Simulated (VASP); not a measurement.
# MnO in VASP: settings compared

The runs below take MnO through single point, with PBE, B3LYP, HSE06, LDA.

Program: VASP 6.6.1. These are calculated values, not measurements. Logs are shortened: lines on timing, memory, paths and dates and some standing lists are left out, and cuts for length are marked.

### 1 The cell of the first run

The typed cell holds 2 atoms: a = 3.145 Å, b = 3.145 Å, c = 3.145 Å, α = 60.00°, β = 60.00°, γ = 60.00°.

### 2 Single point, PBE, collinear spin, ferromagnetic start (atoms moved at random)

The input, INCAR:

```
SYSTEM = MnO
PREC     = Accurate       ! precision mode
ENCUT    = 520            ! plane-wave cutoff, eV
EDIFF    = 1E-6           ! SCF threshold, eV
ISMEAR   = -1             ! smearing method
SIGMA    = 0.05           ! smearing width, eV
LREAL    = .False.        ! projectors in reciprocal space
LASPH    = .True.         ! aspherical terms in the spheres
NELM     = 150            ! most SCF steps
ALGO     = Normal         ! electronic algorithm
ISIF     = 2              ! what is computed and relaxed
LWAVE    = .False.        ! write WAVECAR
LCHARG   = .False.        ! write CHGCAR
ISPIN    = 2              ! spin polarisation
MAGMOM   = 4 0            ! initial moments
LORBIT   = 11             ! projections on sites
LMAXMIX  = 4              ! l up to which the mixer works
GGA      = PE             ! functional
NBANDS   = 20             ! bands
```

The input, KPOINTS:

```
Automatic mesh
0
Gamma
  10 10 10
  0 0 0
```

The input, POSCAR:

```
MnO
1.0
    0.0000000000      2.2239077028      2.2239077028
    2.2239077028      0.0000000000      2.2239077028
    2.2239077028      2.2239077028      0.0000000000
Mn O
1 1
Direct
   -0.0126510000     -0.0075210000      0.0171370000
    0.5049650000      0.5119520000      0.4910400000
```

Potentials or basis: VASP PAW PBE potentials, release 64 (Mn_pv, O).

Started as:

```sh
$ cat potpaw_PBE.64/Mn_pv/POTCAR potpaw_PBE.64/O/POTCAR > POTCAR
$ mpirun -np 1 vasp_std > vasp.out
```

OUTCAR:

```text
SYSTEM = MnO
   PREC = Accurate
   ENCUT = 520
   EDIFF = 1E-6
   ISMEAR = -1
   LREAL = .False.
   LASPH = .True.
   NELM = 150
   ISIF = 2
   ISPIN = 2
   LORBIT = 11
   GGA = PE

 ion  position               nearest neighbor table
   1  0.987  0.992  0.017-   2 2.14   2 2.21   2 2.21   2 2.24   2 2.24   2 2.31
   2  0.505  0.512  0.491-   1 2.14   1 2.21   1 2.21   1 2.24   1 2.24   1 2.31

  LATTYP: Found a face centered cubic cell.
 ALAT       =     4.4478154056

  Lattice vectors:

 A1 = (   0.0000000000,   2.2239077028,   2.2239077028)
 A2 = (   2.2239077028,   0.0000000000,   2.2239077028)
 A3 = (   2.2239077028,   2.2239077028,   0.0000000000)

Analysis of symmetry for initial positions (statically):
=====================================================================
 Subroutine PRICEL returns:
 Original cell was already a primitive cell.

 Routine SETGRP: Setting up the symmetry group for a
 face centered cubic supercell.

 Subroutine GETGRP returns: Found  1 space group operations
 (whereof  1 operations were pure point group operations)
 out of a pool of 48 trial point group operations.

The static configuration has the point symmetry C_1 .

Analysis of symmetry for dynamics (positions and initial velocities):
=====================================================================
 Subroutine PRICEL returns:
 Original cell was already a primitive cell.

 Routine SETGRP: Setting up the symmetry group for a
 face centered cubic supercell.

 Subroutine GETGRP returns: Found  1 space group operations
 (whereof  1 operations were pure point group operations)
 out of a pool of 48 trial point group operations.

The dynamic configuration has the point symmetry C_1 .

Analysis of structural, dynamic, and magnetic symmetry:
=====================================================================
 Subroutine PRICEL returns:
 Original cell was already a primitive cell.

 Routine SETGRP: Setting up the symmetry group for a
 face centered cubic supercell.

 Subroutine GETGRP returns: Found  1 space group operations
 (whereof  1 operations were pure point group operations)
 out of a pool of 48 trial point group operations.

The overall configuration has the point symmetry C_1 .

 Subroutine INISYM returns: Found  1 space group operations
 (whereof  1 operations are pure point group operations),
 and found     1 'primitive' translations

----------------------------------------------------------------------------------------

                                     Primitive cell

  volume of cell :      21.9979

  direct lattice vectors                    reciprocal lattice vectors
     0.000000000  2.223907703  2.223907703    -0.224829474  0.224829474  0.224829474
     2.223907703  0.000000000  2.223907703     0.224829474 -0.224829474  0.224829474
     2.223907703  2.223907703  0.000000000     0.224829474  0.224829474 -0.224829474

  length of vectors
     3.145080435  3.145080435  3.145080435     0.389416073  0.389416073  0.389416073

  position of ions in fractional coordinates (direct lattice)
     0.987349000  0.992479000  0.017137000
     0.504965000  0.511952000  0.491040000

  ion indices of the primitive-cell ions
   primitive index   ion index
                 1           1
                 2           2

----------------------------------------------------------------------------------------

 KPOINTS: Automatic mesh

Automatic generation of k-mesh.
 Grid dimensions read from file:
 generate k-points for:   10   10   10

 Generating k-lattice:

  Cartesian coordinates                     Fractional coordinates (reciprocal lattice)
    -0.022482947  0.022482947  0.022482947     0.100000000  0.000000000  0.000000000
     0.022482947 -0.022482947  0.022482947     0.000000000  0.100000000  0.000000000
     0.022482947  0.022482947 -0.022482947     0.000000000  0.000000000  0.100000000

  Length of vectors
     0.038941607  0.038941607  0.038941607

  Shift w.r.t. Gamma in fractional coordinates (k-lattice)
     0.000000000  0.000000000  0.000000000

 Subroutine IBZKPT returns following result:
 ===========================================

 Found    504 irreducible k-points:

 Following reciprocal coordinates:
            Coordinates               Weight
  0.000000  0.000000  0.000000      1.000000
  0.100000  0.000000  0.000000      2.000000
  0.000000  0.100000  0.000000      2.000000
  0.000000  0.000000  0.100000      2.000000
  0.100000  0.100000  0.100000      2.000000
  0.200000  0.000000  0.000000      2.000000
[... 16 lines left out ...]
  0.000000  0.100000  0.100000      2.000000
  0.100000  0.000000  0.100000      2.000000
 [... further k-points ...]
   k-points           NKPTS =    504   k-points in BZ     NKDIM =    504   number of bands    NBANDS=     20
   number of dos      NEDOS =    301   number of ions     NIONS =      2
   total plane-waves  NPLWV =  13824
   dimension x,y,z NGX =    24 NGY =   24 NGZ =   24
   dimension x,y,z NGXF=    48 NGYF=   48 NGZF=   48
   ions per type =               1   1
   NGX,Y,Z   is equivalent  to a cutoff of  12.69, 12.69, 12.69 a.u.
   NGXF,Y,Z  is equivalent  to a cutoff of  25.37, 25.37, 25.37 a.u.
 SYSTEM =  MnO
   PREC   = accura    normal or accurate (medium, high low for compatibility)
   ISTART =      0    job   : 0-new  1-cont  2-samecut
   ICHARG =      2    charge: 1-file 2-atom 10-const
   ISPIN  =      2    spin polarized calculation?
   LNONCOLLINEAR =      F non collinear calculations
   LSORBIT =      F    spin-orbit coupling
   LASPH  =      T    aspherical Exc in radial PAW
   ENCUT  =  520.0 eV  38.22 Ry    6.18 a.u.   5.85  5.85  5.85*2*pi/ulx,y,z
   NELM   =    150;   NELMIN=  2; NELMDL= -5     # of ELM steps
   EDIFF  = 0.1E-05   stopping-criterion for ELM
   LREAL  =      F    real-space projection
   EDIFFG = 0.1E-04   stopping-criterion for IOM
   NSW    =      0    number of steps for IOM
   IBRION =     -1    ionic relax: 0-MD 1-quasi-New 2-CG
   NFREE  =      0    steps in history (QN), initial steepest desc. (CG)
   ISIF   =      2    stress and relaxation
   ISYM   =      2    0-nonsym 1-usesym 2-fastsym
   POTIM  = 0.5000    time-step for ionic-motion
   TEBEG  =    0.0;   TEEND  =   0.0 temperature during run
   PSTRESS=    0.0 pullay stress
   NELECT =      19.0000    total number of electrons
   NUPDOWN=      -1.0000    fix difference up-down
   EMIN   =  10.00;   EMAX   =-10.00  energy-range for DOS
   EFERMI =   0.00;   METHOD = LEGACY
   ISMEAR =    -1;   SIGMA  =   0.05  broadening in eV -4-tet -1-fermi 0-gaus
   EFERMI_NEDOS =   21; number of points for ismear=-14 and -15
   IALGO  =     38    algorithm
   IMIX   =      4    mixing-type and parameters
     AMIX     =   0.40;   BMIX     =  1.00
     AMIX_MAG =   1.60;   BMIX_MAG =  1.00
  volume/ion in A,a.u.               =      11.00        74.22
  Fermi-wavevector in a.u.,A,eV,Ry     =   1.559071  2.946217 33.071721  2.430703
  Thomas-Fermi vector in A             =   2.662483
   LORBIT       =     11    0 simple, 1 ext, 2 COOP (PROOUT), +10 PAW based schemes
   GGA     = PE    functional components
   LHFCALC =     F    Hartree Fock is set to
   AEXX    =    0.0000 exact exchange contribution
   IVDW    =     0    specifies the selected vdW correction
   LEPSILON=     F    determine dielectric tensor
   LRPA    =     F    only Hartree local field effects (RPA)
 spin polarized calculation
  energy-cutoff  :      520.00
  volume of cell :       22.00
 maximum number of plane-waves:       609
   NGX = 11   NGY = 11   NGZ = 11

 number of electron      19.0000000 magnetization       4.7970261

 Free energy of the ion-electron system (eV)
  ---------------------------------------------------
  ext. energy  EPLUGINS =         0.00000000
  ---------------------------------------------------
  free energy    TOTEN  =       -16.39290429 eV

  energy without entropy =      -16.38594255  energy(sigma->0) =      -16.38942342

 E-fermi :   7.5215     XC(G=0): -11.8498

 val. band max:        7.5206734686   @ k =   0.0000   0.1000   0.5000
 cond. band min:       7.5219523556   @ k =   0.0000   0.1000  -0.3000
 fundamental gap:      0.0012788870
 Fermi energy:         7.5214636639

 spin component 1

 k-point     1 :       0.0000    0.0000    0.0000
  band No.  band energies     occupation
      1     -42.8465      1.00000
      2     -42.8452      1.00000
      3     -42.8445      1.00000
      4     -12.7372      1.00000
      5       3.5757      1.00000
      6       3.6257      1.00000
[... 12 lines left out ...]
     19      27.2218      0.00000
     20      27.2518      0.00000
[... 507 lines left out ...]
 k-point    24 :       0.1000    0.0000    0.1000
  band No.  band energies     occupation
      1     -42.8513      1.00000
      2     -42.8481      1.00000
      3     -42.8470      1.00000
      4     -12.6267      1.00000
      5       2.4357      1.00000
      6       3.2903      1.00000
[... 12 lines left out ...]
     19      28.7565      0.00000
     20      28.7864      0.00000

 [... further k-points ...]

 spin component 2

 k-point     1 :       0.0000    0.0000    0.0000
  band No.  band energies     occupation
      1     -38.1654      1.00000
      2     -38.1620      1.00000
      3     -38.1619      1.00000
      4     -12.2866      1.00000
      5       4.1172      1.00000
      6       4.1516      1.00000
[... 12 lines left out ...]
     19      29.5782      0.00000
     20      29.6167      0.00000
[... 507 lines left out ...]
 k-point    24 :       0.1000    0.0000    0.1000
  band No.  band energies     occupation
      1     -38.1698      1.00000
      2     -38.1676      1.00000
      3     -38.1646      1.00000
      4     -12.1791      1.00000
      5       3.3022      1.00000
      6       3.9765      1.00000
[... 12 lines left out ...]
     19      30.9372      0.00000
     20      30.9725      0.00000

 [... further k-points ...]

------------------------ aborting loop because EDIFF is reached ----------------------------------------

  FORCE on cell =-STRESS in cart. coord.  units (eV):
  Direction    XX          YY          ZZ          XY          YZ          ZX
  --------------------------------------------------------------------------------------
  -------------------------------------------------------------------------------------
  Total        0.0594324      0.0627609      0.2244579     -0.0020435      0.0104996      0.0080862
  in kB        4.3286643      4.5710883     16.3480197     -0.1488339      0.7647188      0.5889448
  external PRESSURE =       8.4159241 kB  Pullay stress =       0.0000000 kB

 VOLUME and BASIS-vectors are now :
 -----------------------------------------------------------------------------
  energy-cutoff  :      520.00
  volume of cell :       22.00
      direct lattice vectors                 reciprocal lattice vectors
     0.000000000  2.223907703  2.223907703    -0.224829474  0.224829474  0.224829474
     2.223907703  0.000000000  2.223907703     0.224829474 -0.224829474  0.224829474
     2.223907703  2.223907703  0.000000000     0.224829474  0.224829474 -0.224829474

 POSITION                                       TOTAL-FORCE (eV/Angst)
 -----------------------------------------------------------------------------------
      2.24529      2.23388      4.40295        -0.050019     -0.063583      0.305467
      2.23056      2.21502      2.26153         0.050019      0.063583     -0.305467
 -----------------------------------------------------------------------------------
    total drift:                               -0.000785      0.000007      0.000107

  FREE ENERGIE OF THE ION-ELECTRON SYSTEM (eV)
  ---------------------------------------------------
  free  energy   TOTEN  =       -16.3929042915 eV

  energy  without entropy=      -16.3859425538  energy(sigma->0) =      -16.38942342

 total charge

# of ion       s       p       d       tot
------------------------------------------
    1        0.204   6.178   4.976  11.357
    2        1.561   3.417   0.000   4.978
--------------------------------------------------
tot          1.764   9.595   4.976  16.335

 magnetization (x)

# of ion       s       p       d       tot
------------------------------------------
    1        0.034   0.027   4.288   4.348
    2        0.030   0.177   0.000   0.207
--------------------------------------------------
tot          0.064   0.203   4.288   4.555
```

Run time: 2 min. Hardware: 1 thread of Intel Xeon 6975P-C (Granite Rapids), shared host; peak memory 0.41 GiB.

Results:

- Free energy: -16.3929 eV
- Pressure: 0.8 GPa
- Largest force: 0.316 eV/Å
- Net moment: 4.80 μB per cell
- Site moments: Mn +4.35; O +0.21 μB
- Valence electrons inside the program's atomic spheres: Mn 11.36; O 4.98

Forces on the atoms (eV/Å):
```
Mn  -0.050 -0.064  0.305
O    0.050  0.064 -0.305
```

Stress tensor (GPa, compression positive):
```
 0.43 -0.01  0.06
-0.01  0.46  0.08
 0.06  0.08  1.63
```

Levels at points of the mesh, in eV from the Fermi level:
Spin up:
| k point | band 10 | band 11 | band 12 | band 13 | band 14 | band 15 |
| --- | --- | --- | --- | --- | --- | --- |
| (0.00, 0.00, 0.00) | -3.04 | -2.67 | -2.47 | -0.53 | 13.94 | 16.29 |
| (0.50, 0.00, 0.00) | -1.88 | 0.16 | 0.19 | 3.52 | 7.70 | 11.89 |
| (0.00, 0.50, 0.00) | -1.88 | 0.17 | 0.20 | 3.52 | 7.70 | 11.88 |
| (0.00, 0.00, 0.50) | -1.88 | 0.19 | 0.20 | 3.51 | 7.69 | 11.88 |
| (0.50, 0.50, 0.50) | -1.88 | 0.16 | 0.18 | 3.53 | 7.70 | 11.89 |
| (0.50, 0.50, 0.00) | -2.05 | -2.05 | -1.93 | 4.95 | 7.90 | 10.40 |
| (0.00, 0.50, 0.50) | -2.05 | -2.05 | -1.92 | 4.99 | 7.82 | 10.33 |
| (0.50, 0.00, 0.50) | -2.05 | -2.05 | -1.92 | 4.99 | 7.82 | 10.34 |
Spin down:
| k point | band 3 | band 4 | band 5 | band 6 | band 7 | band 8 | band 9 | band 10 | band 11 | band 12 |
| --- | --- | --- | --- | --- | --- | --- | --- | --- | --- | --- |
| (0.00, 0.00, 0.00) | -45.68 | -19.81 | -3.40 | -3.37 | -3.37 | 0.77 | 0.80 | 0.80 | 0.81 | 1.40 |
| (0.50, 0.00, 0.00) | -45.69 | -18.86 | -7.34 | -4.83 | -4.81 | 1.94 | 1.98 | 1.99 | 3.54 | 3.64 |
| (0.00, 0.50, 0.00) | -45.69 | -18.86 | -7.34 | -4.83 | -4.81 | 1.94 | 1.98 | 1.99 | 3.55 | 3.64 |
| (0.00, 0.00, 0.50) | -45.69 | -18.86 | -7.34 | -4.84 | -4.82 | 1.95 | 1.98 | 2.00 | 3.60 | 3.64 |
| (0.50, 0.50, 0.50) | -45.69 | -18.86 | -7.34 | -4.82 | -4.81 | 1.94 | 1.98 | 1.99 | 3.51 | 3.63 |
| (0.50, 0.50, 0.00) | -45.71 | -18.89 | -6.39 | -4.32 | -4.32 | -0.80 | 1.98 | 2.15 | 2.42 | 2.42 |
| (0.00, 0.50, 0.50) | -45.71 | -18.89 | -6.40 | -4.36 | -4.34 | -0.74 | 2.00 | 2.17 | 2.42 | 2.42 |
| (0.50, 0.00, 0.50) | -45.71 | -18.89 | -6.40 | -4.36 | -4.34 | -0.74 | 2.00 | 2.17 | 2.42 | 2.42 |

Caveat: the cell differs from its parent crystal (atoms moved at random); a cell with one magnetic atom can't hold antiferromagnetic order, which such compounds often take; semilocal functionals often make such compounds metallic where correlation or magnetic order opens a gap, which also shifts bond lengths.

(Part 1 of 3 ends here.)
